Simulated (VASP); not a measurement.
# BAs (F-43m) in VASP: notebook

Runs on BAs. Level: PBE. Tasks: single point, relaxation of cell and atoms.

All numbers are computed with VASP 6.6.1; they aren't measurements. Logs are shortened: lines on timing, memory, paths and dates and some standing lists are left out, and cuts for length are marked.

**1. The cell of the first run**

It takes space group F-43m (No. 216, cubic). The conventional cell has a = 4.704 Å, b = 4.704 Å, c = 4.704 Å, α = 90.00°, β = 90.00°, γ = 90.00°. B (site symmetry -43m) has 4 As at 2.04 Å within 2.7 Å. Within 2.7 Å of As (site symmetry -43m) lie 4 B at 2.04 Å.

**2. Single point, PBE**

Input file INCAR:

```
SYSTEM = BAs
  PREC = Accurate
  ENCUT = 520
  EDIFF = 1E-6
  ISMEAR = 0
  SIGMA = 0.01
  LREAL = .False.
  LASPH = .True.
  NELM = 80
  ALGO = Normal
  ISIF = 2
  LWAVE = .False.
  LCHARG = .True.
  GGA = PE
  LELF = .True.
  LVHAR = .True.
  NBANDS = 11
```

Input file KPOINTS:

```
Automatic mesh
0
Gamma
  9 9 9
  0 0 0
```

Input file POSCAR:

```
BAs
1.0
    0.0000000000      2.3521593060      2.3521593060
    2.3521593060      0.0000000000      2.3521593060
    2.3521593060      2.3521593060      0.0000000000
B As
1 1
Direct
    0.0000000000      0.0000000000      0.0000000000
    0.2500000000      0.2500000000      0.2500000000
```

Potentials or basis: VASP PAW PBE potentials, release 64 (B, As).

Command:

```sh
$ cat potpaw_PBE.64/B/POTCAR potpaw_PBE.64/As/POTCAR > POTCAR
$ mpirun -np 1 vasp_std > vasp.out
```

OUTCAR:

```text
SYSTEM = BAs
   PREC = Accurate
   ENCUT = 520
   EDIFF = 1E-6
   ISMEAR = 0
   LREAL = .False.
   LASPH = .True.
   NELM = 80
   ISIF = 2
   GGA = PE

 ion  position               nearest neighbor table
   1  0.000  0.000  0.000-   2 2.04   2 2.04   2 2.04   2 2.04
   2  0.250  0.250  0.250-   1 2.04   1 2.04   1 2.04   1 2.04

  LATTYP: Found a face centered cubic cell.
 ALAT       =     4.7043186120

  Lattice vectors:

 A1 = (   0.0000000000,   2.3521593060,   2.3521593060)
 A2 = (   2.3521593060,   0.0000000000,   2.3521593060)
 A3 = (   2.3521593060,   2.3521593060,   0.0000000000)

Analysis of symmetry for initial positions (statically):
=====================================================================
 Subroutine PRICEL returns:
 Original cell was already a primitive cell.

 Routine SETGRP: Setting up the symmetry group for a
 face centered cubic supercell.

 Subroutine GETGRP returns: Found 24 space group operations
 (whereof 24 operations were pure point group operations)
 out of a pool of 48 trial point group operations.

The static configuration has the point symmetry T_d .

Analysis of symmetry for dynamics (positions and initial velocities):
=====================================================================
 Subroutine PRICEL returns:
 Original cell was already a primitive cell.

 Routine SETGRP: Setting up the symmetry group for a
 face centered cubic supercell.

 Subroutine GETGRP returns: Found 24 space group operations
 (whereof 24 operations were pure point group operations)
 out of a pool of 48 trial point group operations.

The dynamic configuration has the point symmetry T_d .

 Subroutine INISYM returns: Found 24 space group operations
 (whereof 24 operations are pure point group operations),
 and found     1 'primitive' translations

----------------------------------------------------------------------------------------

                                     Primitive cell

  volume of cell :      26.0274

  direct lattice vectors                    reciprocal lattice vectors
     0.000000000  2.352159306  2.352159306    -0.212570636  0.212570636  0.212570636
     2.352159306  0.000000000  2.352159306     0.212570636 -0.212570636  0.212570636
     2.352159306  2.352159306  0.000000000     0.212570636  0.212570636 -0.212570636

  length of vectors
     3.326455591  3.326455591  3.326455591     0.368183142  0.368183142  0.368183142

  position of ions in fractional coordinates (direct lattice)
     0.000000000  0.000000000  0.000000000
     0.250000000  0.250000000  0.250000000

  ion indices of the primitive-cell ions
   primitive index   ion index
                 1           1
                 2           2

----------------------------------------------------------------------------------------

 KPOINTS: Automatic mesh

Automatic generation of k-mesh.
 Grid dimensions read from file:
 generate k-points for:    9    9    9

 Generating k-lattice:

  Cartesian coordinates                     Fractional coordinates (reciprocal lattice)
    -0.023618960  0.023618960  0.023618960     0.111111111  0.000000000  0.000000000
     0.023618960 -0.023618960  0.023618960     0.000000000  0.111111111  0.000000000
     0.023618960  0.023618960 -0.023618960     0.000000000  0.000000000  0.111111111

  Length of vectors
     0.040909238  0.040909238  0.040909238

  Shift w.r.t. Gamma in fractional coordinates (k-lattice)
     0.000000000  0.000000000  0.000000000

 Subroutine IBZKPT returns following result:
 ===========================================

 Found     35 irreducible k-points:

 Following reciprocal coordinates:
            Coordinates               Weight
  0.000000  0.000000  0.000000      1.000000
  0.111111  0.000000  0.000000      8.000000
  0.222222  0.000000  0.000000      8.000000
  0.333333  0.000000  0.000000      8.000000
  0.444444  0.000000  0.000000      8.000000
  0.111111  0.111111  0.000000      6.000000
[... 16 lines left out ...]
 -0.333333  0.333333  0.000000     12.000000
  0.444444  0.444444  0.000000      6.000000
 [... further k-points ...]
   k-points           NKPTS =     35   k-points in BZ     NKDIM =     35   number of bands    NBANDS=     11
   number of dos      NEDOS =    301   number of ions     NIONS =      2
   total plane-waves  NPLWV =  21952
   dimension x,y,z NGX =    28 NGY =   28 NGZ =   28
   dimension x,y,z NGXF=    56 NGYF=   56 NGZF=   56
   ions per type =               1   1
   NGX,Y,Z   is equivalent  to a cutoff of  13.99, 13.99, 13.99 a.u.
   NGXF,Y,Z  is equivalent  to a cutoff of  27.99, 27.99, 27.99 a.u.
 SYSTEM =  BAs
   PREC   = accura    normal or accurate (medium, high low for compatibility)
   ISTART =      0    job   : 0-new  1-cont  2-samecut
   ICHARG =      2    charge: 1-file 2-atom 10-const
   ISPIN  =      1    spin polarized calculation?
   LNONCOLLINEAR =      F non collinear calculations
   LSORBIT =      F    spin-orbit coupling
   LASPH  =      T    aspherical Exc in radial PAW
   ENCUT  =  520.0 eV  38.22 Ry    6.18 a.u.   6.19  6.19  6.19*2*pi/ulx,y,z
   NELM   =     80;   NELMIN=  2; NELMDL= -5     # of ELM steps
   EDIFF  = 0.1E-05   stopping-criterion for ELM
   LREAL  =      F    real-space projection
   EDIFFG = 0.1E-04   stopping-criterion for IOM
   NSW    =      0    number of steps for IOM
   IBRION =     -1    ionic relax: 0-MD 1-quasi-New 2-CG
   NFREE  =      0    steps in history (QN), initial steepest desc. (CG)
   ISIF   =      2    stress and relaxation
   ISYM   =      2    0-nonsym 1-usesym 2-fastsym
   POTIM  = 0.5000    time-step for ionic-motion
   TEBEG  =    0.0;   TEEND  =   0.0 temperature during run
   PSTRESS=    0.0 pullay stress
   NELECT =       8.0000    total number of electrons
   NUPDOWN=      -1.0000    fix difference up-down
   EMIN   =  10.00;   EMAX   =-10.00  energy-range for DOS
   EFERMI =   0.00;   METHOD = LEGACY
   ISMEAR =     0;   SIGMA  =   0.01  broadening in eV -4-tet -1-fermi 0-gaus
   EFERMI_NEDOS =   21; number of points for ismear=-14 and -15
   IALGO  =     38    algorithm
   IMIX   =      4    mixing-type and parameters
     AMIX     =   0.40;   BMIX     =  1.00
     AMIX_MAG =   1.60;   BMIX_MAG =  1.00
  volume/ion in A,a.u.               =      13.01        87.82
  Fermi-wavevector in a.u.,A,eV,Ry     =   1.104828  2.087823 16.607889  1.220645
  Thomas-Fermi vector in A             =   2.241307
   LORBIT       =      0    0 simple, 1 ext, 2 COOP (PROOUT), +10 PAW based schemes
   GGA     = PE    functional components
   LHFCALC =     F    Hartree Fock is set to
   AEXX    =    0.0000 exact exchange contribution
   IVDW    =     0    specifies the selected vdW correction
   LEPSILON=     F    determine dielectric tensor
   LRPA    =     F    only Hartree local field effects (RPA)
 non-spin polarized calculation
 Gauss-broadening in eV      SIGMA  =   0.01
  energy-cutoff  :      520.00
  volume of cell :       26.03
 maximum number of plane-waves:       725
 NGX is ok and might be reduce to    28
   NGX = 13   NGY = 13   NGZ = 13

 number of electron       8.0000000 magnetization

 Free energy of the ion-electron system (eV)
  ---------------------------------------------------
  ext. energy  EPLUGINS =         0.00000000
  ---------------------------------------------------
  free energy    TOTEN  =       -11.35220707 eV

  energy without entropy =      -11.35220707  energy(sigma->0) =      -11.35220707

 E-fermi :   6.7080     XC(G=0): -10.7846

 val. band max:        6.6442185103   @ k =   0.0000   0.0000   0.0000
 cond. band min:       7.8178524074   @ k =   0.4444   0.4444   0.0000
 fundamental gap:      1.1736338971
 Fermi energy:         6.7079602938

 k-point     1 :       0.0000    0.0000    0.0000
  band No.  band energies     occupation
      1      -9.1857      2.00000
      2       6.6442      2.00000
      3       6.6442      2.00000
      4       6.6442      2.00000
      5       9.9801      0.00000
      6       9.9801      0.00000
      7       9.9801      0.00000
      8      11.9239      0.00000
      9      16.4575      0.00000
     10      19.7833      0.00000
     11      19.7833      0.00000

 k-point     2 :       0.1111    0.0000    0.0000
  band No.  band energies     occupation
      1      -8.9745      2.00000
      2       4.9627      2.00000
      3       6.2640      2.00000
      4       6.2640      2.00000
      5      10.2205      0.00000
      6      10.4791      0.00000
      7      10.4791      0.00000
      8      12.8591      0.00000
      9      17.2769      0.00000
     10      18.5267      0.00000
     11      18.5267      0.00000

 k-point     3 :       0.2222    0.0000    0.0000
  band No.  band energies     occupation
      1      -8.3532      2.00000
      2       2.2281      2.00000
      3       5.5947      2.00000
      4       5.5947      2.00000
      5      10.0246      0.00000
      6      11.2701      0.00000
      7      11.2701      0.00000
      8      14.5173      0.00000
      9      17.9084      0.00000
     10      17.9084      0.00000
     11      18.1859      0.00000

 k-point     4 :       0.3333    0.0000    0.0000
  band No.  band energies     occupation
      1      -7.3834      2.00000
      2      -0.3232      2.00000
      3       5.0597      2.00000
      4       5.0597      2.00000
      5       9.7699      0.00000
      6      11.5551      0.00000
      7      11.5551      0.00000
      8      15.5177      0.00000
      9      18.4564      0.00000
     10      18.8497      0.00000
     11      18.8497      0.00000
[... 239 lines left out ...]
 k-point    22 :      -0.4444    0.3333    0.0000
  band No.  band energies     occupation
      1      -5.0086      2.00000
      2      -1.6200      2.00000
      3       0.7907      2.00000
      4       2.9290      2.00000
      5       8.6004      0.00000
      6      11.7075      0.00000
      7      16.1601      0.00000
      8      16.2918      0.00000
      9      18.5540      0.00000
     10      21.1883      0.00000
     11      23.8418      0.00000

 k-point    23 :      -0.3333    0.3333    0.0000
  band No.  band energies     occupation
      1      -5.1418      2.00000
      2      -1.4404      2.00000
      3       0.2576      2.00000
      4       3.4448      2.00000
      5       9.1258      0.00000
      6      14.1147      0.00000
      7      15.0105      0.00000
      8      16.2816      0.00000
      9      16.4493      0.00000
     10      18.9580      0.00000
     11      24.0979      0.00000

 k-point    24 :       0.4444    0.4444    0.0000
  band No.  band energies     occupation
      1      -5.1550      2.00000
      2      -1.6568      2.00000
      3       2.4405      2.00000
      4       2.4405      2.00000
      5       7.8179      0.00000
      6       8.4116      0.00000
      7      18.1008      0.00000
      8      18.1008      0.00000
      9      19.7543      0.00000
     10      24.5383      0.00000
     11      24.5745      0.00000

 [... further k-points ...]
[... 5 lines left out ...]
  --------------------------------------------------------------------------------------
  -------------------------------------------------------------------------------------
  Total        1.7525584      1.7525584      1.7525584     -0.0000000     -0.0000000     -0.0000000
  in kB      107.8829685    107.8829685    107.8829685     -0.0000000     -0.0000000     -0.0000000
  external PRESSURE =     107.8829685 kB  Pullay stress =       0.0000000 kB

 VOLUME and BASIS-vectors are now :
 -----------------------------------------------------------------------------
  energy-cutoff  :      520.00
  volume of cell :       26.03
      direct lattice vectors                 reciprocal lattice vectors
     0.000000000  2.352159306  2.352159306    -0.212570636  0.212570636  0.212570636
     2.352159306  0.000000000  2.352159306     0.212570636 -0.212570636  0.212570636
     2.352159306  2.352159306  0.000000000     0.212570636  0.212570636 -0.212570636

 POSITION                                       TOTAL-FORCE (eV/Angst)
 -----------------------------------------------------------------------------------
      0.00000      0.00000      0.00000        -0.000000     -0.000000     -0.000000
      1.17608      1.17608      1.17608         0.000000      0.000000      0.000000
 -----------------------------------------------------------------------------------
    total drift:                               -0.000000     -0.000000     -0.000000

  FREE ENERGIE OF THE ION-ELECTRON SYSTEM (eV)
  ---------------------------------------------------
  free  energy   TOTEN  =       -11.3522070651 eV

  energy  without entropy=      -11.3522070651  energy(sigma->0) =      -11.35220707
```

Wall time 21 s (1 thread of Intel Xeon 8259CL, shared host); peak memory 0.16 GiB.

Results:

```
Free energy            : -11.3522 eV
Pressure               : 10.8 GPa
Band gap on the k mesh : 1.17 eV, indirect (least direct gap 3.34 eV)
```

Levels at points of the mesh, in eV from the valence-band top:
```tsv
k point	band 2	band 3	band 4	band 5	band 6	band 7
(0.00, 0.00, 0.00)	0.00	0.00	0.00	3.34	3.34	3.34
```

A k mesh can miss the band edges.

**3. Single point, PBE**

This run uses another cell than the first one, of 12.34 Å³/atom, 0.948 times its volume.

Input file INCAR:

```
PREC     = Accurate       # precision mode
ENCUT    = 520            # plane-wave cutoff, eV
EDIFF    = 1E-7           # SCF threshold, eV
ISMEAR   = 0              # smearing method
SIGMA    = 0.01           # smearing width, eV
LREAL    = False          # projectors in reciprocal space
LASPH    = True           # aspherical terms in the spheres
NELM     = 60             # most SCF steps
ALGO     = Normal         # electronic algorithm
ISIF     = 2              # what is computed and relaxed
LWAVE    = False          # write WAVECAR
LCHARG   = True           # write CHGCAR
GGA      = PE             # functional
LELF     = True           # ELF
LVHAR    = True         
NBANDS   = 11             # bands
```

Input file KPOINTS:

```
Automatic mesh
0
Gamma
  9 9 9
```

Input file POSCAR:

```
BAs
1.0
    0.0000000000      2.3109203216      2.3109203216
    2.3109203216      0.0000000000      2.3109203216
    2.3109203216      2.3109203216      0.0000000000
B As
1 1
Direct
    0.0000000000      0.0000000000      0.0000000000
    0.2500000000      0.2500000000      0.2500000000
```

Potentials or basis: VASP PAW PBE potentials, release 64 (B, As).

Command:

```sh
$ cat potpaw_PBE.64/B/POTCAR potpaw_PBE.64/As/POTCAR > POTCAR
$ mpirun -np 1 vasp_std > vasp.out
```

Wall time 13 s (1 thread of Intel Xeon 8259CL, shared host); peak memory 0.14 GiB.

It converged, with:

```yaml
Free_energy: -11.2200 eV
Pressure: 21.1 GPa
Band_gap_on_the_k_mesh: 1.11 eV, indirect (least direct gap 3.41 eV)
```

Levels at points of the mesh, in eV from the valence-band top:
```
           k point  band 1  band 2  band 3  band 4  band 5  band 6  band 7  band 8  band 9
(0.00, 0.00, 0.00)  -16.35    0.00    0.00    0.00    3.41    3.41    3.41    5.98   10.10
```

**4. Single point, PBE**

This run uses another cell than the first one, of 13.90 Å³/atom, 1.068 times its volume.

Input file INCAR:

```
SYSTEM = BAs
  PREC = Accurate
  ENCUT = 520
  EDIFF = 1E-6
  ISMEAR = 0
  SIGMA = 0.01
  LREAL = .False.
  LASPH = .True.
  NELM = 60
  ALGO = Normal
  ISIF = 2
  LWAVE = .False.
  LCHARG = .False.
  GGA = PE
  NBANDS = 11
```

Input file KPOINTS:

```
regular mesh
0
Gamma
  9 9 9
  0 0 0
```

Input file POSCAR:

```
BAs
1.0
    0.0000000000      2.4043989953      2.4043989953
    2.4043989953      0.0000000000      2.4043989953
    2.4043989953      2.4043989953      0.0000000000
B As
1 1
Direct
    0.0000000000      0.0000000000      0.0000000000
    0.2500000000      0.2500000000      0.2500000000
```

Potentials or basis: VASP PAW PBE potentials, release 64 (B, As).

Command:

```sh
$ cat potpaw_PBE.64/B/POTCAR potpaw_PBE.64/As/POTCAR > POTCAR
$ mpirun -np 1 vasp_std > vasp.out
```

OUTCAR:

```text
SYSTEM = BAs
   PREC = Accurate
   ENCUT = 520
   EDIFF = 1E-6
   ISMEAR = 0
   LREAL = .False.
   LASPH = .True.
   NELM = 60
   ISIF = 2
   GGA = PE

 ion  position               nearest neighbor table
   1  0.000  0.000  0.000-   2 2.08   2 2.08   2 2.08   2 2.08
   2  0.250  0.250  0.250-   1 2.08   1 2.08   1 2.08   1 2.08

  LATTYP: Found a face centered cubic cell.
 ALAT       =     4.8087979906

  Lattice vectors:

 A1 = (   0.0000000000,   2.4043989953,   2.4043989953)
 A2 = (   2.4043989953,   0.0000000000,   2.4043989953)
 A3 = (   2.4043989953,   2.4043989953,   0.0000000000)
[... 513 lines left out ...]
      7      16.7611      0.00000
      8      16.7611      0.00000
      9      18.4140      0.00000
     10      22.7504      0.00000
     11      23.3705      0.00000

 [... further k-points ...]
[... 5 lines left out ...]
  --------------------------------------------------------------------------------------
  -------------------------------------------------------------------------------------
  Total        0.1097308      0.1097308      0.1097308      0.0000000      0.0000000      0.0000000
  in kB        6.3239635      6.3239635      6.3239635      0.0000000      0.0000000      0.0000000
  external PRESSURE =       6.3239635 kB  Pullay stress =       0.0000000 kB

 VOLUME and BASIS-vectors are now :
 -----------------------------------------------------------------------------
  energy-cutoff  :      520.00
  volume of cell :       27.80
      direct lattice vectors                 reciprocal lattice vectors
     0.000000000  2.404398995  2.404398995    -0.207952175  0.207952175  0.207952175
     2.404398995  0.000000000  2.404398995     0.207952175 -0.207952175  0.207952175
     2.404398995  2.404398995  0.000000000     0.207952175  0.207952175 -0.207952175

 POSITION                                       TOTAL-FORCE (eV/Angst)
 -----------------------------------------------------------------------------------
      0.00000      0.00000      0.00000         0.000000      0.000000      0.000000
      1.20220      1.20220      1.20220        -0.000000     -0.000000     -0.000000
 -----------------------------------------------------------------------------------
    total drift:                               -0.000000     -0.000000     -0.000000

  FREE ENERGIE OF THE ION-ELECTRON SYSTEM (eV)
  ---------------------------------------------------
  free  energy   TOTEN  =       -11.4127856836 eV

  energy  without entropy=      -11.4127856836  energy(sigma->0) =      -11.41278568
```

Run time: 22 s. Hardware: 1 thread of Intel Xeon 8259CL, shared host; peak memory 0.15 GiB.

What came out:

```
Free energy            : -11.4128 eV
Pressure               : 0.6 GPa
Band gap on the k mesh : 1.25 eV, indirect (least direct gap 3.25 eV)
```

**5. Single point, PBE**

This run uses another cell than the first one, of 13.42 Å³/atom, 1.031 times its volume.

Input file INCAR:

```
SYSTEM = BAs
ALGO = Normal
EDIFF = 1E-6
ENCUT = 520
GGA = PE
ISIF = 2
ISMEAR = 0
LASPH = .TRUE.
LCHARG = .FALSE.
LREAL = .FALSE.
LWAVE = .FALSE.
NBANDS = 11
NELM = 80
PREC = Accurate
SIGMA = 0.01
```

Input file KPOINTS:

```
k-points
0
G
  9 9 9
  0 0 0
```

Input file POSCAR:

```
BAs
1.0
    0.0000000000      2.3764605225      2.3764605225
    2.3764605225      0.0000000000      2.3764605225
    2.3764605225      2.3764605225      0.0000000000
B As
1 1
Direct
    0.0000000000      0.0000000000      0.0000000000
    0.2500000000      0.2500000000      0.2500000000
```

Command:

```sh
$ cat potpaw_PBE.64/B/POTCAR potpaw_PBE.64/As/POTCAR > POTCAR
$ mpirun -np 1 vasp_std > vasp.out
```

Run time: 21 s. Hardware: 1 thread of Intel Xeon 8259CL, shared host; peak memory 0.16 GiB.

It converged, with:

* Free energy: -11.3941 eV
* Pressure: 5.7 GPa
* Band gap on the k mesh: 1.21 eV, indirect (least direct gap 3.30 eV)

Levels at points of the mesh, in eV from the valence-band top:
```tsv
k point	band 2	band 3	band 4	band 5	band 6	band 7
(0.00, 0.00, 0.00)	0.00	0.00	0.00	3.30	3.30	3.30
```

(Part 1 of 2 ends here.)
